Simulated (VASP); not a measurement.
A run of VASP 6.6.1 is set up as follows.

INCAR

```
SYSTEM = LiSm
PREC = Accurate ; ENCUT = 750
EDIFF = 1E-6 ; ISMEAR = 0
SIGMA = 0.1 ; LREAL = .FALSE.
LASPH = .TRUE. ; NELM = 200
ALGO = Normal ; ISIF = 2
LWAVE = .FALSE. ; LCHARG = .FALSE.
GGA = PE ; NBANDS = 14
GGA_COMPAT = .FALSE. ; LMAXMIX = 6
```

File KPOINTS:

```
Automatic mesh
0
G
  6 6 6
  0 0 0
```

The input POSCAR:

```
LiSm
1.0
    3.7655186410      0.0000000000      0.0000000000
    0.0000000000      3.7655186410      0.0000000000
    0.0000000000      0.0000000000      3.7655186410
Li Sm
1 1
Direct
    0.0000000000      0.0000000000      0.0000000000
    0.5000000000      0.5000000000      0.5000000000
```

Potentials or basis: VASP PAW PBE potentials, release 64 (Li_sv, Sm_3), 4f in core.

Command:

```console
$ cat potpaw_PBE.64/Li_sv/POTCAR potpaw_PBE.64/Sm_3/POTCAR > POTCAR
$ mpirun -np 1 vasp_std > vasp.out
```

**Question.** Predict the pressure.

**Answer.** 0.3 GPa.

**Question.** What does it give for the band gap on the k mesh?

**Answer.** Zero (bands 7 and 8 overlap by 1.29 eV).

Caveat: spin-orbit coupling is left out, which moves the levels of the heavy elements; the 4f electrons are frozen in the core, so they carry no moment and show no levels. Spin polarisation is off, so any magnetic state and its effect on volume and gap are missing.
